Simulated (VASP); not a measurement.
# ZnS (F-43m) in VASP: further runs

ZnS is run at these levels: r2SCAN, PBE; tasks: single point, elastic constants.

Everything below comes from runs of VASP 6.6.1. Logs are shortened: lines on timing, memory, paths and dates and some standing lists are left out, and cuts for length are marked.

**Experimental background.**

“Electronic, vibrational, and thermodynamic properties of ZnS (zincblende and rocksalt structure)”, 2009, arxiv:0911.5022 quotes, for a bulk crystal of ZnS at 19 K: band gap 3.85 eV (direct).

How close the calculation comes is told below.

### Step 1. The cell of the first run

Symmetry: F-43m, No. 216, cubic system. Conventional cell: a = 5.404 Å, b = 5.404 Å, c = 5.404 Å, α = 90.00°, β = 90.00°, γ = 90.00°. Within 3.1 Å of Zn (site symmetry -43m) lie 4 S at 2.34 Å. S (site symmetry -43m) has 4 Zn at 2.34 Å within 3.1 Å.

### Step 2. Single point, r2SCAN

Input file INCAR:

```
  ALGO = Normal
  EDIFF = 1E-6
  EFERMI = MIDGAP
  ENCUT = 550
  GGA_COMPAT = False
  ISMEAR = -5
  KPAR = 2
  LASPH = True
  LCHARG = False
  LMIXTAU = True
  LORBIT = 11
  LREAL = False
  LWAVE = False
  METAGGA = R2SCAN
  NBANDS = 25
  NEDOS = 4001
  NELM = 120
  PREC = Accurate
```

Input file KPOINTS:

```
Automatic mesh
0
Gamma
  21 21 21
  0 0 0
```

Input file POSCAR:

```
ZnS
1.0
    0.0000000000      2.7020000000      2.7020000000
    2.7020000000      0.0000000000      2.7020000000
    2.7020000000      2.7020000000      0.0000000000
Zn S
1 1
Direct
    0.7500000000      0.7500000000      0.7500000000
    0.0000000000      0.0000000000      0.0000000000
```

Potentials or basis: VASP PAW PBE potentials, release 64 (Zn, S).

Started as:

```sh
$ cat potpaw_PBE.64/Zn/POTCAR potpaw_PBE.64/S/POTCAR > POTCAR
$ mpirun -np 2 vasp_std > vasp.out
```

OUTCAR:

```text
EDIFF = 1E-6
   EFERMI = MIDGAP
   ENCUT = 550
   ISMEAR = -5
   LASPH = True
   LORBIT = 11
   LREAL = False
   METAGGA = R2SCAN
   NELM = 120
   PREC = Accurate

 ion  position               nearest neighbor table
   1  0.750  0.750  0.750-   2 2.34   2 2.34   2 2.34   2 2.34
   2  0.000  0.000  0.000-   1 2.34   1 2.34   1 2.34   1 2.34

  LATTYP: Found a face centered cubic cell.
 ALAT       =     5.4040000000

  Lattice vectors:

 A1 = (   0.0000000000,   2.7020000000,   2.7020000000)
 A2 = (   2.7020000000,   0.0000000000,   2.7020000000)
 A3 = (   2.7020000000,   2.7020000000,   0.0000000000)

Analysis of symmetry for initial positions (statically):
=====================================================================
 Subroutine PRICEL returns:
 Original cell was already a primitive cell.

 Routine SETGRP: Setting up the symmetry group for a
 face centered cubic supercell.

 Subroutine GETGRP returns: Found 24 space group operations
 (whereof 24 operations were pure point group operations)
 out of a pool of 48 trial point group operations.

The static configuration has the point symmetry T_d .

Analysis of symmetry for dynamics (positions and initial velocities):
=====================================================================
 Subroutine PRICEL returns:
 Original cell was already a primitive cell.

 Routine SETGRP: Setting up the symmetry group for a
 face centered cubic supercell.

 Subroutine GETGRP returns: Found 24 space group operations
 (whereof 24 operations were pure point group operations)
 out of a pool of 48 trial point group operations.

The dynamic configuration has the point symmetry T_d .

 Subroutine INISYM returns: Found 24 space group operations
 (whereof 24 operations are pure point group operations),
 and found     1 'primitive' translations

----------------------------------------------------------------------------------------

                                     Primitive cell

  volume of cell :      39.4535

  direct lattice vectors                    reciprocal lattice vectors
     0.000000000  2.702000000  2.702000000    -0.185048113  0.185048113  0.185048113
     2.702000000  0.000000000  2.702000000     0.185048113 -0.185048113  0.185048113
     2.702000000  2.702000000  0.000000000     0.185048113  0.185048113 -0.185048113

  length of vectors
     3.821205046  3.821205046  3.821205046     0.320512733  0.320512733  0.320512733

  position of ions in fractional coordinates (direct lattice)
     0.750000000  0.750000000  0.750000000
     0.000000000  0.000000000  0.000000000

  ion indices of the primitive-cell ions
   primitive index   ion index
                 1           1
                 2           2

----------------------------------------------------------------------------------------

 KPOINTS: Automatic mesh

Automatic generation of k-mesh.
 Grid dimensions read from file:
 generate k-points for:   21   21   21

 Generating k-lattice:

  Cartesian coordinates                     Fractional coordinates (reciprocal lattice)
    -0.008811815  0.008811815  0.008811815     0.047619048  0.000000000  0.000000000
     0.008811815 -0.008811815  0.008811815     0.000000000  0.047619048  0.000000000
     0.008811815  0.008811815 -0.008811815     0.000000000  0.000000000  0.047619048

  Length of vectors
     0.015262511  0.015262511  0.015262511

  Shift w.r.t. Gamma in fractional coordinates (k-lattice)
     0.000000000  0.000000000  0.000000000

 TETIRR: Found   1276 inequivalent tetrahedra from    55566

 Subroutine IBZKPT returns following result:
 ===========================================

 Found    286 irreducible k-points:

 Following reciprocal coordinates:
            Coordinates               Weight
  0.000000  0.000000  0.000000      1.000000
  0.047619  0.000000  0.000000      8.000000
  0.095238  0.000000  0.000000      8.000000
  0.142857  0.000000  0.000000      8.000000
  0.190476  0.000000  0.000000      8.000000
  0.238095  0.000000  0.000000      8.000000
[... 16 lines left out ...]
 -0.428571  0.047619  0.000000     24.000000
 -0.380952  0.047619  0.000000     24.000000
 [... further k-points ...]
   k-points           NKPTS =    286   k-points in BZ     NKDIM =    286   number of bands    NBANDS=     25
   number of dos      NEDOS =   4001   number of ions     NIONS =      2
   total plane-waves  NPLWV =  27000
   dimension x,y,z NGX =    30 NGY =   30 NGZ =   30
   dimension x,y,z NGXF=    60 NGYF=   60 NGZF=   60
   ions per type =               1   1
   NGX,Y,Z   is equivalent  to a cutoff of  13.05, 13.05, 13.05 a.u.
   NGXF,Y,Z  is equivalent  to a cutoff of  26.10, 26.10, 26.10 a.u.
 SYSTEM =  unknown system
   PREC   = accura    normal or accurate (medium, high low for compatibility)
   ISTART =      0    job   : 0-new  1-cont  2-samecut
   ICHARG =      2    charge: 1-file 2-atom 10-const
   ISPIN  =      1    spin polarized calculation?
   LNONCOLLINEAR =      F non collinear calculations
   LSORBIT =      F    spin-orbit coupling
   LASPH  =      T    aspherical Exc in radial PAW
   ENCUT  =  550.0 eV  40.42 Ry    6.36 a.u.   7.31  7.31  7.31*2*pi/ulx,y,z
   NELM   =    120;   NELMIN=  2; NELMDL= -5     # of ELM steps
   EDIFF  = 0.1E-05   stopping-criterion for ELM
   LREAL  =      F    real-space projection
   EDIFFG = 0.1E-04   stopping-criterion for IOM
   NSW    =      0    number of steps for IOM
   IBRION =     -1    ionic relax: 0-MD 1-quasi-New 2-CG
   NFREE  =      0    steps in history (QN), initial steepest desc. (CG)
   ISIF   =      2    stress and relaxation
   ISYM   =      2    0-nonsym 1-usesym 2-fastsym
   POTIM  = 0.5000    time-step for ionic-motion
   TEBEG  =    0.0;   TEEND  =   0.0 temperature during run

   SCALEE = 1.0000    scale energy and forces
   PSTRESS=    0.0 pullay stress
   NELECT =      18.0000    total number of electrons
   NUPDOWN=      -1.0000    fix difference up-down
   EMIN   =  10.00;   EMAX   =-10.00  energy-range for DOS
   EFERMI =   0.00;   METHOD = MIDGAP
   ISMEAR =    -5;   SIGMA  =   0.20  broadening in eV -4-tet -1-fermi 0-gaus
   EFERMI_NEDOS =   21; number of points for ismear=-14 and -15
   IALGO  =     38    algorithm
   IMIX   =      4    mixing-type and parameters
     AMIX     =   0.40;   BMIX     =  1.00
     AMIX_MAG =   1.60;   BMIX_MAG =  1.00
  volume/ion in A,a.u.               =      19.73       133.12
  Fermi-wavevector in a.u.,A,eV,Ry     =   1.260290  2.381602 21.610537  1.588330
  Thomas-Fermi vector in A             =   2.393807
   LORBIT       =     11    0 simple, 1 ext, 2 COOP (PROOUT), +10 PAW based schemes
   METAGGA = R2SCAN    functional components
   LHFCALC =     F    Hartree Fock is set to
   AEXX    =    0.0000 exact exchange contribution
   IVDW    =     0    specifies the selected vdW correction
   LEPSILON=     F    determine dielectric tensor
   LRPA    =     F    only Hartree local field effects (RPA)

   CSHIFT  =0.1000    complex shift for real part using Kramers Kronig

   OMEGAMAX=  -1.0    maximum frequency
 non-spin polarized calculation
 Fermi weights with tetrahedron method with Bloechl corrections
  energy-cutoff  :      550.00
  volume of cell :       39.45
 maximum number of plane-waves:      1183
 NGX is ok and might be reduce to    30
   NGX = 15   NGY = 15   NGZ = 15

 number of electron      18.0000017 magnetization

 Free energy of the ion-electron system (eV)
  ---------------------------------------------------
  ext. energy  EPLUGINS =         0.00000000
  ---------------------------------------------------
  free energy    TOTEN  =       -18.86586875 eV

  energy without entropy =      -18.86586875  energy(sigma->0) =      -18.86586875

 E-fermi :   3.1683     XC(G=0): -10.2835

 val. band max:        1.8302166544   @ k =   0.0000   0.0000   0.0000
 cond. band min:       4.5063184416   @ k =   0.0000   0.0000   0.0000
 fundamental gap:      2.6761017871
 Fermi energy:         3.1682675480

 k-point     1 :       0.0000    0.0000    0.0000
  band No.  band energies     occupation
      1     -11.8448      2.00000
      2      -4.6671      2.00000
      3      -4.6671      2.00000
      4      -4.6671      2.00000
      5      -4.1215      2.00000
      6      -4.1215      2.00000
[... 13 lines left out ...]
     20      19.9364      0.00000
     21      29.3807      0.00000

 k-point     2 :       0.0476    0.0000    0.0000
  band No.  band energies     occupation
      1     -11.8270      2.00000
      2      -4.6670      2.00000
      3      -4.6637      2.00000
      4      -4.6637      2.00000
      5      -4.1218      2.00000
      6      -4.1218      2.00000
[... 13 lines left out ...]
     20      20.2506      0.00000
     21      28.7561      0.00000

 k-point     3 :       0.0952    0.0000    0.0000
  band No.  band energies     occupation
      1     -11.7746      2.00000
      2      -4.6658      2.00000
      3      -4.6539      2.00000
      4      -4.6539      2.00000
      5      -4.1226      2.00000
      6      -4.1226      2.00000
[... 13 lines left out ...]
     20      21.0121      0.00000
     21      27.5869      0.00000
[... 457 lines left out ...]
 k-point    23 :      -0.4286    0.0476    0.0000
  band No.  band energies     occupation
      1     -10.9247      2.00000
      2      -4.5429      2.00000
      3      -4.5412      2.00000
      4      -4.1393      2.00000
      5      -4.0989      2.00000
      6      -4.0647      2.00000
[... 13 lines left out ...]
     20      24.2956      0.00000
     21      25.7297      0.00000

 k-point    24 :      -0.3810    0.0476    0.0000
  band No.  band energies     occupation
      1     -11.0029      2.00000
      2      -4.5487      2.00000
      3      -4.5483      2.00000
      4      -4.3056      2.00000
      5      -4.1071      2.00000
      6      -4.0903      2.00000
[... 13 lines left out ...]
     20      23.0496      0.00000
     21      24.5109      0.00000

 [... further k-points ...]

 [bands above 21 left out]

------------------------ aborting loop because EDIFF is reached ----------------------------------------

  FORCE on cell =-STRESS in cart. coord.  units (eV):
  Direction    XX          YY          ZZ          XY          YZ          ZX
  --------------------------------------------------------------------------------------
  -------------------------------------------------------------------------------------
  Total       -0.1542787     -0.1542787     -0.1542787      0.0000000      0.0000000     -0.0000000
  in kB       -6.2651347     -6.2651347     -6.2651347      0.0000000      0.0000000     -0.0000000
  external PRESSURE =      -6.2651347 kB  Pullay stress =       0.0000000 kB

 VOLUME and BASIS-vectors are now :
 -----------------------------------------------------------------------------
  energy-cutoff  :      550.00
  volume of cell :       39.45
      direct lattice vectors                 reciprocal lattice vectors
     0.000000000  2.702000000  2.702000000    -0.185048113  0.185048113  0.185048113
     2.702000000  0.000000000  2.702000000     0.185048113 -0.185048113  0.185048113
     2.702000000  2.702000000  0.000000000     0.185048113  0.185048113 -0.185048113

 POSITION                                       TOTAL-FORCE (eV/Angst)
 -----------------------------------------------------------------------------------
      4.05300      4.05300      4.05300        -0.000000      0.000000      0.000000
      0.00000      0.00000      0.00000         0.000000     -0.000000     -0.000000
 -----------------------------------------------------------------------------------
    total drift:                               -0.000001     -0.000001     -0.000001

  FREE ENERGIE OF THE ION-ELECTRON SYSTEM (eV)
  ---------------------------------------------------
  free  energy   TOTEN  =       -18.8658687547 eV

  energy  without entropy=      -18.8658687547  energy(sigma->0) =      -18.86586875

 total charge

# of ion       s       p       d       tot
------------------------------------------
    1        0.500   0.474   9.817  10.792
    2        1.303   2.465   0.000   3.768
--------------------------------------------------
tot          1.803   2.939   9.817  14.559
```

It took 7.1 min on 2 MPI ranks of Intel Xeon Platinum 8488C (Sapphire Rapids), shared host; peak memory 0.36 GiB.

Results:

| Quantity | Value |
| --- | --- |
| Free energy | -18.8659 eV |
| Pressure | -0.6 GPa |
| Band gap on the k mesh | 2.68 eV |
| Valence electrons inside the program's atomic spheres | Zn 10.79; S 3.77 |

Caveat: the PAW data sets were made with another functional, which shifts forces and pressure a little; an odd mesh through Γ misses points on the zone boundary, where band edges can lie.

### Step 3. Elastic constants, PBE

Input file INCAR:

```
SYSTEM = ZnS
ALGO = Normal
EDIFF = 1E-8
ENCUT = 600
GGA = PE
IBRION = 6
ISIF = 3
ISMEAR = -1
LASPH = .True.
LCHARG = .False.
LREAL = .False.
LWAVE = .False.
NBANDS = 16
NELM = 80
NFREE = 2
NSW = 1
POTIM = 0.015
PREC = Accurate
SIGMA = 0.05
```

Input file KPOINTS:

```
k-points
0
Gamma
  7 7 7
  0 0 0
```

POSCAR is that of step 2.

Potentials or basis: VASP PAW PBE potentials, release 64 (Zn, S).

Started as:

```sh
$ cat potpaw_PBE.64/Zn/POTCAR potpaw_PBE.64/S/POTCAR > POTCAR
$ mpirun -np 1 vasp_std > vasp.out
```

It took 14 min on 1 thread of Intel Xeon 8259CL, shared host; peak memory 0.29 GiB.

It converged, with:

* Elastic constants C11, C12, C44: 102, 62, 47 GPa
* Voigt bulk modulus: 75 GPa
* Highest phonon frequency at Γ, LO-TO splitting left out: 271 cm⁻¹

Phonon frequencies in cm⁻¹ (negative: imaginary):
| q point | frequencies |
| --- | --- |
| (0.000, 0.000, 0.000) | 0 0 0 271 271 271 |

Elastic tensor in Voigt notation (GPa, in the Cartesian axes of the cell as first typed):
```
102  62  62   0   0   0
 62 102  62   0   0   0
 62  62 102   0   0   0
  0   0   0  47   0   0
  0   0   0   0  47   0
  0   0   0   0   0  47
```

Clamped-ion elastic tensor (GPa):
```
102  62  62   0   0   0
 62 102  62   0   0   0
 62  62 102   0   0   0
  0   0   0  70   0   0
  0   0   0   0  70   0
  0   0   0   0   0  70
```

Caveat: the cell is under stress, which shifts elastic constants.

### Step 4. Against experiment

Step 2. A measured gap of ZnS is 3.85 eV (direct; 19 K; quoted in “Electronic, vibrational, and thermodynamic properties of ZnS (zincblende and rocksalt structure)”, 2009, arxiv:0911.5022); the calculated 2.68 eV misses it by -1.17 eV. The value is that of r2SCAN on a finite k mesh, which can miss the band edges, without temperature or zero-point motion.
